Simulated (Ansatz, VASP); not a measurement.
## One calculation of MoRu3W, two programs

Contents of INCAR:

```
PREC = Accurate ; ENCUT = 520
EDIFF = 1E-6 ; ISMEAR = 0
SIGMA = 0.1 ; LREAL = False
LASPH = True ; NELM = 150
ALGO = Normal ; ISIF = 2
LWAVE = False ; LCHARG = True
ISPIN = 2 ; MAGMOM = 1 1 1 1 0
LORBIT = 11 ; LMAXMIX = 4
GGA = PE ; LELF = True
LVHAR = True ; NBANDS = 47
```

The input KPOINTS:

```
Automatic mesh
0
Gamma
  4 4 4
```

The input POSCAR:

```
MoRu3W
1.0
    4.8780267656      0.0000000000      0.0000000000
    0.0000000000      4.8780267656      0.0000000000
    0.0000000000      0.0000000000      4.7716821370
Mo Ru W
1 3 1
Direct
    0.5000000000      0.5000000000      0.0000000000
    0.0000000000      0.5000000000      0.5000000000
    0.5000000000      0.0000000000      0.5000000000
    0.0000000000      0.0000000000      0.5000000000
    0.5000000000      0.5000000000      0.5000000000
```

Input for Ansatz:

```yaml
crystal:
  lattice:
    - [4.8780267506, 0.0, 0.0]
    - [0.0, 4.8780267506, 0.0]
    - [0.0, 0.0, 4.7716821445]
  atoms:
    - { symbol: Mo, position: [0.5, 0.5, 0.0], spin: 1.0 }
    - { symbol: Ru, position: [0.0, 0.5, 0.5], spin: 1.0 }
    - { symbol: Ru, position: [0.5, 0.0, 0.5], spin: 1.0 }
    - { symbol: Ru, position: [0.0, 0.0, 0.5], spin: 1.0 }
    - { symbol: W, position: [0.5, 0.5, 0.5] }
basis:
  ecutwfc: 420
kpoints:
  mp_grid: { grid: [4, 4, 4] }
hamiltonian:
  xc: pbe
scf:
  occupations: { method: gaussian, width: 0.1 }
  lower_state_search: "off"
output:
  forces: true
  stress: true
  eigenvalues: true
  populations: true
magnetization:
  spin_polarized: true
```

Alike in both runs: task single point; functional PBE; k mesh 4 × 4 × 4; occupations gaussian, width 0.1 eV; collinear spin.

|  | VASP | Ansatz |
| --- | --- | --- |
| version | VASP 6.6.1 | Ansatz 0.2.0 |
| potentials or method | VASP PAW PBE potentials, release 64 (Mo_sv, Ru_pv, W_sv), cutoff 520 eV | scalar-relativistic, plane waves, PAW |
| valence electrons in the cell | 70 | 76 |

|  | VASP | Ansatz | Ansatz less VASP |
| --- | --- | --- | --- |
| gap on the k mesh at the Fermi level (eV) | none | none | - |
| pressure (GPa) | 1.1 | 1.8 | +0.73 |
| traceless stress, the component that is largest in VASP (GPa) | -0.91 | 0.44 | +1.351 |
| net moment per atom (μB) | 0.28 | 0.70 | +0.414 |
| size of the moment on the site where the two differ most (μB) | 0.01 | 1.26 | +1.245 |

The net moments are unlike, so the other rows may belong to different states. Site moments also hang on the region over which each program counts them. A gap of «none» marks a metal or a gap that the smearing closes. VASP's potentials hold 70 valence electrons a cell and Ansatz's 76, so a difference there can come from the potentials and not from the codes.

Neither program's run includes spin-orbit coupling.
